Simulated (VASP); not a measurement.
# Os: single point with r2SCAN+rVV10

Crystal: Os.

```
Os
1.0
     2.67829    0.00000    0.00000
    -1.33914    2.31946    0.00000
     0.00000    0.00000    4.23152
Os
2
Direct
  0.66667 0.33333 0.75000
  0.33333 0.66667 0.25000
```

- Program: VASP 6.6.1
- Task: single point
- Functional: r2SCAN
- Dispersion: rVV10
- Potentials or basis: VASP PAW PBE potentials, release 64 (Os_sv_GW)
- Cutoff: 620 eV
- k mesh: 11 × 11 × 6
- Occupations: fermi-dirac, width 0.05 eV
- Spin: no spin polarisation
- Dipole correction: no
- Further INCAR settings: ALGO = Normal; EDIFF = 1e-06; NBANDS = 23

```json
{"Pressure": "29.1 GPa", "Band gap on the k mesh": "zero (bands 16 and 17 overlap by 4.49 eV)"}
```

Stress tensor (GPa, compression positive):
```
28.55  0.00  0.00
 0.00 28.55  0.00
 0.00  0.00 30.15
```

Levels at points of the mesh, in eV from the Fermi level:
```
           k point  band 14  band 15  band 16  band 17  band 18  band 19
(0.00, 0.00, 0.00)    -2.46    -2.46    -1.73    -1.73     0.05     1.98
(0.00, 0.00, 0.50)    -3.64    -3.64    -3.64     1.10     1.10     1.10
```

It took 3.8 min on 1 thread of Intel(R) Xeon(R) Platinum 8259CL CPU @ 2.50GHz (Skylake/Cascade Lake) (shared host), peak memory 0.29 GiB.

Caveat: the cell stands under pressure; the PAW data sets were made with another functional, which shifts forces and pressure a little; spin-orbit coupling is left out, which moves the levels of the heavy elements.
